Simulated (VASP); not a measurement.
**ScSn3Se: relaxation of cell and atoms with PBE**

The system is ScSn3Se.

```
Sc Sn Se
1.0
     5.54679    0.00000    0.00000
     0.00000    5.54679    0.00000
     0.00000    0.00000    5.54679
Sc Sn Se
1 3 1
Direct
  0.50000 0.50000 0.50000
  0.00000 0.50000 0.50000
  0.50000 0.00000 0.50000
  0.50000 0.50000 0.00000
  0.00000 0.00000 0.00000
```

The cell was generated, and may not be a known phase.

```json
{"Program": "VASP 6.6.1", "Task": "relaxation of cell and atoms", "Functional": "PBE", "Potentials or basis": "VASP PAW PBE potentials, release 64 (Sc_sv, Sn_d, Se)", "Cutoff": "600 eV", "k mesh": "8 × 8 × 8", "Occupations": "gaussian, width 0.1 eV", "Spin": "no spin polarisation", "Dipole correction": "no", "Further INCAR settings": "ALGO = Normal; EDIFF = 1e-07; IBRION = 2; EDIFFG = -0.01; NSW = 100; ISIF = 3"}
```

* Relaxed volume: 34.44 Å³/atom
* Relaxed cell: a = 5.564 Å, b = 5.564 Å, c = 5.564 Å, α = 90.00°, β = 90.00°, γ = 90.00°
* Space group after relaxing (to 0.1 Å): Pm-3m (No. 221)
* Energy gained by relaxing: 0.3 meV/atom
* Ionic steps: 2
* Pressure after relaxing: 0.0 GPa
* Band gap on the k mesh: zero (an odd number of electrons rules out a gap without spin polarisation)

The path:
```tsv
step	energy change (eV)	largest force (eV/Å)	pressure (GPa)	volume (Å³)
1	0.0000	0.0000	0.30	170.66
2	-0.0015	0.0000	0.01	172.22
```

Final structure:
```
Sc Sn Se
1.0
     5.56365    0.00000    0.00000
     0.00000    5.56365    0.00000
     0.00000    0.00000    5.56365
Sc Sn Se
1 3 1
Direct
  0.50000 0.50000 0.50000
  0.00000 0.50000 0.50000
  0.50000 0.00000 0.50000
  0.50000 0.50000 0.00000
  0.00000 0.00000 0.00000
```

Levels at points of the mesh, in eV from the Fermi level:
```
           k point  band 27  band 28  band 29  band 30  band 31  band 32
(0.00, 0.00, 0.00)     0.01     0.01     0.01     1.87     1.87     1.87
(0.50, 0.00, 0.00)    -0.85    -0.85    -0.84     0.72     0.72     0.88
(0.50, 0.50, 0.00)    -1.34    -1.10    -0.16    -0.08    -0.08     0.05
(0.50, 0.50, 0.50)    -2.74    -0.15    -0.15     0.59     0.59     0.59
```

It took 3.7 min on 1 thread of Intel(R) Xeon(R) 6975P-C (Granite Rapids), with other jobs on the host, peak memory 0.5 GiB.

Caveat: spin-orbit coupling is left out, which moves the levels of the heavy elements.
